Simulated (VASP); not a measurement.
# Ta (I4/mmm) in VASP: further runs

Runs on Ta. Level: LDA. Tasks: single point.

All numbers are computed with VASP 6.6.1; they aren't measurements. Logs are shortened: lines on timing, memory, paths and dates and some standing lists are left out, and cuts for length are marked.

## Step 1: The cell of the first run

Symmetry: I4/mmm, No. 139, tetragonal system. The conventional cell has a = 3.348 Å, b = 3.348 Å, c = 3.214 Å, α = 90.00°, β = 90.00°, γ = 90.00°. Within 3.8 Å of Ta (site symmetry 4/mmm) lie 14 Ta at 2.86 to 3.35 Å.

## Step 2: Single point, LDA

INCAR

```
PREC = Accurate ; ENCUT = 520
EDIFF = 1E-7 ; ISMEAR = 1
SIGMA = 0.02 ; LREAL = F
LASPH = T ; NELM = 100
ALGO = Fast ; ISIF = 2
LWAVE = F ; LCHARG = F
GGA = CA ; NBANDS = 12
```

KPOINTS

```
Automatic mesh
0
Gamma
  22 22 22
```

POSCAR

```
Ta
1.0
   -1.6739030852      1.6739030852      1.6069469618
    1.6739030852     -1.6739030852      1.6069469618
    1.6739030852      1.6739030852     -1.6069469618
Ta
1
Direct
    0.0000000000      0.0000000000      0.0000000000
```

Potentials or basis: VASP PAW LDA potentials, release 64 (Ta_pv).

Command:

```bash
$ cat potpaw_LDA.64/Ta_pv/POTCAR > POTCAR
$ mpirun -np 1 vasp_std > vasp.out
```

OUTCAR:

```text
PREC = Accurate
   ENCUT = 520
   EDIFF = 1E-7
   ISMEAR = 1
   LREAL = F
   LASPH = T
   NELM = 100
   ISIF = 2
   GGA = CA

 ion  position               nearest neighbor table
   1  0.000  0.000  0.000-

  LATTYP: Found a body centered tetragonal cell.
 ALAT       =     3.3478061704
 C/A-ratio  =     0.9600000000

  Lattice vectors:

 A1 = (  -1.6739030852,   1.6739030852,   1.6069469618)
 A2 = (   1.6739030852,  -1.6739030852,   1.6069469618)
 A3 = (   1.6739030852,   1.6739030852,  -1.6069469618)

Analysis of symmetry for initial positions (statically):
=====================================================================
 Subroutine PRICEL returns:
 Original cell was already a primitive cell.

 Routine SETGRP: Setting up the symmetry group for a
 body centered tetragonal supercell.

 Subroutine GETGRP returns: Found 16 space group operations
 (whereof 16 operations were pure point group operations)
 out of a pool of 16 trial point group operations.

The static configuration has the point symmetry D_4h.

Analysis of symmetry for dynamics (positions and initial velocities):
=====================================================================
 Subroutine PRICEL returns:
 Original cell was already a primitive cell.

 Routine SETGRP: Setting up the symmetry group for a
 body centered tetragonal supercell.

 Subroutine GETGRP returns: Found 16 space group operations
 (whereof 16 operations were pure point group operations)
 out of a pool of 16 trial point group operations.

The dynamic configuration has the point symmetry D_4h.

 Subroutine INISYM returns: Found 16 space group operations
 (whereof 16 operations are pure point group operations),
 and found     1 'primitive' translations

----------------------------------------------------------------------------------------

                                     Primitive cell

  volume of cell :      18.0104

  direct lattice vectors                    reciprocal lattice vectors
    -1.673903085  1.673903085  1.606946962     0.000000000  0.298703076  0.311149037
     1.673903085 -1.673903085  1.606946962     0.298703076  0.000000000  0.311149037
     1.673903085  1.673903085 -1.606946962     0.298703076  0.298703076  0.000000000

  length of vectors
     2.861150401  2.861150401  2.861150401     0.431320358  0.431320358  0.422429941

  position of ions in fractional coordinates (direct lattice)
     0.000000000  0.000000000  0.000000000

  ion indices of the primitive-cell ions
   primitive index   ion index
                 1           1

----------------------------------------------------------------------------------------

 KPOINTS: Automatic mesh

Automatic generation of k-mesh.
 Grid dimensions read from file:
 generate k-points for:   22   22   22

 Generating k-lattice:

  Cartesian coordinates                     Fractional coordinates (reciprocal lattice)
     0.000000000  0.013577413  0.014143138     0.045454545  0.000000000  0.000000000
     0.013577413  0.000000000  0.014143138     0.000000000  0.045454545  0.000000000
     0.013577413  0.013577413  0.000000000     0.000000000  0.000000000  0.045454545

  Length of vectors
     0.019605471  0.019605471  0.019201361

  Shift w.r.t. Gamma in fractional coordinates (k-lattice)
     0.000000000  0.000000000  0.000000000

 Subroutine IBZKPT returns following result:
 ===========================================

 Found    834 irreducible k-points:

 Following reciprocal coordinates:
            Coordinates               Weight
  0.000000  0.000000  0.000000      1.000000
  0.045455  0.000000 -0.000000      8.000000
  0.090909  0.000000 -0.000000      8.000000
  0.136364  0.000000 -0.000000      8.000000
  0.181818  0.000000  0.000000      8.000000
  0.227273  0.000000  0.000000      8.000000
[... 16 lines left out ...]
  0.500000  0.045455 -0.000000     16.000000
 -0.454545  0.045455  0.000000     16.000000
 [... further k-points ...]
   k-points           NKPTS =    834   k-points in BZ     NKDIM =    834   number of bands    NBANDS=     12
   number of dos      NEDOS =    301   number of ions     NIONS =      1
   total plane-waves  NPLWV =  13824
   dimension x,y,z NGX =    24 NGY =   24 NGZ =   24
   dimension x,y,z NGXF=    48 NGYF=   48 NGZF=   48
   ions per type =               1
   NGX,Y,Z   is equivalent  to a cutoff of  13.95, 13.95, 13.95 a.u.
   NGXF,Y,Z  is equivalent  to a cutoff of  27.89, 27.89, 27.89 a.u.
 SYSTEM =  unknown system
   PREC   = accura    normal or accurate (medium, high low for compatibility)
   ISTART =      0    job   : 0-new  1-cont  2-samecut
   ICHARG =      2    charge: 1-file 2-atom 10-const
   ISPIN  =      1    spin polarized calculation?
   LNONCOLLINEAR =      F non collinear calculations
   LSORBIT =      F    spin-orbit coupling
   LASPH  =      T    aspherical Exc in radial PAW
   ENCUT  =  520.0 eV  38.22 Ry    6.18 a.u.   5.32  5.32  5.32*2*pi/ulx,y,z
   NELM   =    100;   NELMIN=  2; NELMDL= -5     # of ELM steps
   EDIFF  = 0.1E-06   stopping-criterion for ELM
   LREAL  =      F    real-space projection
   EDIFFG = 0.1E-05   stopping-criterion for IOM
   NSW    =      0    number of steps for IOM
   IBRION =     -1    ionic relax: 0-MD 1-quasi-New 2-CG
   NFREE  =      0    steps in history (QN), initial steepest desc. (CG)
   ISIF   =      2    stress and relaxation
   ISYM   =      2    0-nonsym 1-usesym 2-fastsym
   POTIM  = 0.5000    time-step for ionic-motion
   TEBEG  =    0.0;   TEEND  =   0.0 temperature during run
   PSTRESS=    0.0 pullay stress
   NELECT =      11.0000    total number of electrons
   NUPDOWN=      -1.0000    fix difference up-down
   EMIN   =  10.00;   EMAX   =-10.00  energy-range for DOS
   EFERMI =   0.00;   METHOD = LEGACY
   ISMEAR =     1;   SIGMA  =   0.02  broadening in eV -4-tet -1-fermi 0-gaus
   EFERMI_NEDOS =   21; number of points for ismear=-14 and -15
   IALGO  =     68    algorithm
   IMIX   =      4    mixing-type and parameters
     AMIX     =   0.40;   BMIX     =  1.00
     AMIX_MAG =   1.60;   BMIX_MAG =  1.00
  volume/ion in A,a.u.               =      18.01       121.54
  Fermi-wavevector in a.u.,A,eV,Ry     =   1.388988  2.624806 26.249534  1.929286
  Thomas-Fermi vector in A             =   2.513061
   LORBIT       =      0    0 simple, 1 ext, 2 COOP (PROOUT), +10 PAW based schemes
   GGA     = CA    functional components
   LHFCALC =     F    Hartree Fock is set to
   AEXX    =    0.0000 exact exchange contribution
   IVDW    =     0    specifies the selected vdW correction
   LEPSILON=     F    determine dielectric tensor
   LRPA    =     F    only Hartree local field effects (RPA)
 non-spin polarized calculation
 RMM-DIIS sequential band-by-band and
 Methfessel and Paxton  Order N= 1 SIGMA  =   0.02
  energy-cutoff  :      520.00
  volume of cell :       18.01
 maximum number of plane-waves:       498
 NGX is ok and might be reduce to    24
   NGX = 11   NGY = 11   NGZ = 11

 number of electron      11.0000000 magnetization

 Free energy of the ion-electron system (eV)
  ---------------------------------------------------
  ext. energy  EPLUGINS =         0.00000000
  ---------------------------------------------------
  free energy    TOTEN  =       -12.80153739 eV

  energy without entropy =      -12.80154927  energy(sigma->0) =      -12.80154135

 E-fermi :   5.3979     XC(G=0): -12.7962

 val. band max:        5.3972914386   @ k =   0.3182   0.0000   0.0000
 cond. band min:       5.3996925592   @ k =   0.0909   0.0909  -0.0000
 fundamental gap:      0.0024011205
 Fermi energy:         5.3979460112

 k-point     1 :       0.0000    0.0000    0.0000
  band No.  band energies     occupation
      1     -27.5044      2.00000
      2     -27.5044      2.00000
      3     -27.4931      2.00000
      4      -2.4424      2.00000
      5       5.7368     -0.00000
      6       6.2611      0.00000
      7       6.2611      0.00000
      8       8.9477      0.00000
      9       9.6710      0.00000
     10      20.2451      0.00000
     11      20.2451      0.00000
     12      20.9996      0.00000

 k-point     2 :       0.0455    0.0000   -0.0000
  band No.  band energies     occupation
      1     -27.5262      2.00000
      2     -27.5128      2.00000
      3     -27.4984      2.00000
      4      -2.3475      2.00000
      5       5.7461     -0.00000
      6       6.2404      0.00000
      7       6.2793      0.00000
      8       8.9317      0.00000
      9       9.5899      0.00000
     10      20.4130      0.00000
     11      20.4159      0.00000
     12      21.1596      0.00000

 k-point     3 :       0.0909    0.0000   -0.0000
  band No.  band energies     occupation
      1     -27.6020      2.00000
      2     -27.5371      2.00000
      3     -27.5007      2.00000
      4      -2.0692      2.00000
      5       5.6750     -0.00000
      6       6.1623      0.00000
      7       6.4423      0.00000
      8       8.8775      0.00000
      9       9.4235      0.00000
     10      19.0857      0.00000
     11      20.7936      0.00000
     12      20.9049      0.00000

 k-point     4 :       0.1364    0.0000   -0.0000
  band No.  band energies     occupation
      1     -27.7208      2.00000
      2     -27.5752      2.00000
      3     -27.5032      2.00000
      4      -1.6282      2.00000
      5       5.4565     -0.00028
      6       5.9938      0.00000
      7       6.8399      0.00000
      8       8.7976      0.00000
      9       9.3152      0.00000
     10      19.0851      0.00000
     11      21.1519      0.00000
     12      21.6893      0.00000

 k-point     5 :       0.1818    0.0000    0.0000
  band No.  band energies     occupation
      1     -27.8705      2.00000
      2     -27.6237      2.00000
      3     -27.5063      2.00000
      4      -1.0613      2.00000
      5       5.1553      2.00000
      6       5.7341     -0.00000
      7       7.4342      0.00000
      8       8.7755      0.00000
      9       9.3101      0.00000
     10      19.0847      0.00000
     11      21.2867      0.00000
     12      22.7247      0.00000
[... 228 lines left out ...]
      1     -28.6385      2.00000
      2     -27.8905      2.00000
      3     -27.5343      2.00000
      4       1.1055      2.00000
      5       3.7456      2.00000
      6       6.5911      0.00000
      7       9.3317      0.00000
      8      10.4590      0.00000
      9      12.5973      0.00000
     10      17.6287      0.00000
     11      17.8289      0.00000
     12      19.1008      0.00000

 k-point    22 :       0.4545    0.0455    0.0000
  band No.  band energies     occupation
      1     -28.6805      2.00000
      2     -27.9067      2.00000
      3     -27.5347      2.00000
      4       1.1058      2.00000
      5       3.6750      2.00000
      6       7.0344      0.00000
      7       9.2954      0.00000
      8      10.5454      0.00000
      9      13.1632      0.00000
     10      17.1088      0.00000
     11      17.5392      0.00000
     12      19.0976      0.00000

 k-point    23 :       0.5000    0.0455   -0.0000
  band No.  band energies     occupation
      1     -28.6796      2.00000
      2     -27.9069      2.00000
      3     -27.5340      2.00000
      4       1.1056      2.00000
      5       3.6774      2.00000
      6       7.0400      0.00000
      7       9.2873      0.00000
      8      10.5101      0.00000
      9      13.1743      0.00000
     10      17.0908      0.00000
     11      17.5992      0.00000
     12      19.0978      0.00000

 k-point    24 :      -0.4545    0.0455    0.0000
  band No.  band energies     occupation
      1     -28.6357      2.00000
      2     -27.8911      2.00000
      3     -27.5322      2.00000
      4       1.1043      2.00000
      5       3.7523      2.00000
      6       6.5922      0.00000
      7       9.3584      0.00000
      8      10.3339      0.00000
      9      12.6264      0.00000
     10      17.4640      0.00000
     11      18.1043      0.00000
     12      19.1021      0.00000

 [... further k-points ...]
[... 5 lines left out ...]
  --------------------------------------------------------------------------------------
  -------------------------------------------------------------------------------------
  Total       -1.0778475     -1.0778475     -0.5969855      0.0000000     -0.0000000      0.0000000
  in kB      -95.8839154    -95.8839154    -53.1070534      0.0000000     -0.0000000      0.0000000
  external PRESSURE =     -81.6249614 kB  Pullay stress =       0.0000000 kB

 VOLUME and BASIS-vectors are now :
 -----------------------------------------------------------------------------
  energy-cutoff  :      520.00
  volume of cell :       18.01
      direct lattice vectors                 reciprocal lattice vectors
    -1.673903085  1.673903085  1.606946962     0.000000000  0.298703076  0.311149037
     1.673903085 -1.673903085  1.606946962     0.298703076  0.000000000  0.311149037
     1.673903085  1.673903085 -1.606946962     0.298703076  0.298703076  0.000000000

 POSITION                                       TOTAL-FORCE (eV/Angst)
 -----------------------------------------------------------------------------------
      0.00000      0.00000      0.00000        -0.000000     -0.000000      0.000000
 -----------------------------------------------------------------------------------
    total drift:                                0.000000      0.000000     -0.000000

  FREE ENERGIE OF THE ION-ELECTRON SYSTEM (eV)
  ---------------------------------------------------
  free  energy   TOTEN  =       -12.8015373910 eV

  energy  without entropy=      -12.8015492740  energy(sigma->0) =      -12.80154135
```

Wall time 84 s (1 thread of Intel Xeon 6975P-C, shared host); peak memory 0.28 GiB.

What came out:

```
Free energy : -12.8015 eV
Pressure    : -8.2 GPa
```

Stress tensor (GPa, compression positive):
```
-9.59  0.00  0.00
 0.00 -9.59  0.00
 0.00  0.00 -5.31
```

Caveat: spin-orbit coupling is left out, which moves the levels of the heavy elements.

## Step 3: Single point, LDA

INCAR

```
  PREC = Accurate
  ENCUT = 520
  EDIFF = 1E-6
  ISMEAR = 1
  SIGMA = 0.02
  LREAL = False
  LASPH = True
  NELM = 80
  ALGO = Fast
  ISIF = 2
  LWAVE = False
  LCHARG = False
  NBANDS = 12
```

KPOINTS is that of step 2.

POSCAR

```
Ta
1.0
   -1.6246417935      1.6246417935      1.7058738831
    1.6246417935     -1.6246417935      1.7058738831
    1.6246417935      1.6246417935     -1.7058738831
Ta
1
Direct
    0.0000000000      0.0000000000      0.0000000000
```

Potentials or basis: VASP PAW LDA potentials, release 64 (Ta_pv).

Command:

```bash
$ cat potpaw_LDA.64/Ta_pv/POTCAR > POTCAR
$ mpirun -np 1 vasp_std > vasp.out
```

Wall time 3.2 min (1 thread of AMD EPYC 7R43 (Zen 3), shared host); peak memory 0.24 GiB.

The run converged. Its results:

* Free energy: -12.7986 eV
* Pressure: -8.1 GPa

Stress tensor (GPa, compression positive):
```
 -6.47   0.00   0.00
  0.00  -6.47   0.00
  0.00   0.00 -11.51
```

Levels at points of the mesh, in eV from the Fermi level:
```
           k point  band 2  band 3  band 4  band 5  band 6  band 7  band 8  band 9
(0.00, 0.00, 0.00)  -32.90  -32.90   -7.84    0.50    0.50    1.09    3.50    4.31
(0.50, 0.00, 0.00)  -33.27  -32.90   -4.38   -1.36    1.63    3.39    4.85    7.67
(0.50, 0.50, 0.00)  -33.32  -32.94   -4.35   -1.98    1.98    4.35    5.11    7.84
(0.50, 0.50, 0.50)  -33.69  -33.69   -3.89   -3.74    6.65    6.86    6.86    7.93
```

Caveat: spin-orbit coupling is left out, which moves the levels of the heavy elements.
